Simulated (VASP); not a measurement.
Write the native input for VASP 6.6.1 that does the following.

| Property | Result |
| --- | --- |
| Task | single point |
| Functional | PBE |
| Potentials or basis | VASP PAW PBE potentials, release 64 (Mn_pv, O) |
| Cutoff | 520 eV |
| k mesh | 9 × 9 × 9 |
| Occupations | fermi-dirac, width 0.05 eV |
| Spin | collinear spin, ferromagnetic start |
| Starting moments | [4.0, 0.0] μB |
| Dipole correction | no |
| Further INCAR settings | ALGO = Normal; EDIFF = 1e-06; NBANDS = 20 |

The structure of MnO lies in POSCAR:

```
MnO
1.0
    0.0000000000      2.3867747097      2.3867747097
    2.3867747097      0.0000000000      2.3867747097
    2.3867747097      2.3867747097      0.0000000000
Mn O
1 1
Direct
    0.0000000000      0.0000000000      0.0000000000
    0.2500000000      0.2500000000      0.2500000000
```

These files were run (other wordings do the same):

INCAR

```
SYSTEM = MnO
PREC = Accurate
ENCUT = 520
EDIFF = 1E-6
ISMEAR = -1
SIGMA = 0.05
LREAL = .FALSE.
LASPH = .TRUE.
NELM = 150
ALGO = Normal
ISIF = 2
LWAVE = .FALSE.
LCHARG = .FALSE.
ISPIN = 2
MAGMOM = 4 0
LORBIT = 11
LMAXMIX = 4
GGA = PE
NBANDS = 20
```

KPOINTS

```
Automatic mesh
0
G
  9 9 9
  0 0 0
```

Potentials or basis: VASP PAW PBE potentials, release 64 (Mn_pv, O).

The run is started by

```bash
$ cat potpaw_PBE.64/Mn_pv/POTCAR potpaw_PBE.64/O/POTCAR > POTCAR
$ mpirun -np 1 vasp_std > vasp.out
```

Results of the run:

```yaml
Pressure: 2.3 GPa
Band_gap_on_the_k_mesh: zero (filled and empty bands overlap)
Net_moment: 4.99 μB per cell
Site_moments: Mn +4.42; O +0.20 μB
Valence_electrons_inside_the_program's_atomic_spheres: Mn 11.39; O 5.00
```

Caveat: a cell with one magnetic atom can't hold antiferromagnetic order, which such compounds often take; semilocal functionals often make such compounds metallic where correlation or magnetic order opens a gap, which also shifts bond lengths.

It took 76 s on 1 thread of AMD EPYC 7R43 64-Core Processor (Zen 3), on a shared host, peak memory 0.14 GiB.
